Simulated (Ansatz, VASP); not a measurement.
**GeN in VASP and in Ansatz**

```
Ge N
1.0
     3.29251    0.00000    0.00000
    -1.64625    2.85139    0.00000
     0.00000    0.00000    3.11894
Ge N
1 1
Direct
  0.33333 0.66667 0.00000
  0.66667 0.33333 0.00000
```

Alike in both runs: functional PBE; k mesh 7 × 7 × 6; occupations gaussian, width 0.2 eV; no spin polarisation.

Ansatz relaxed the structure, and its values are those at the end. VASP's run is a single point on that final structure, the one shown.

```csv
,VASP,Ansatz
version,VASP 6.6.1,Ansatz 0.2.0
potentials or method,"VASP PAW PBE potentials, release 64 (Ge_d, N), cutoff 600 eV","scalar-relativistic, plane waves, PAW"
valence electrons in the cell,19,19
```

Ansatz gave:

| Quantity | Value |
| --- | --- |
| gap on the k mesh at the Fermi level (eV) | none |
| pressure (GPa) | -0.3 |

Question: Which values does VASP return?

Answer: gap on the k mesh at the Fermi level (eV): none; pressure (GPa): -0.7.

A gap of «none» marks a metal or a gap that the smearing closes.
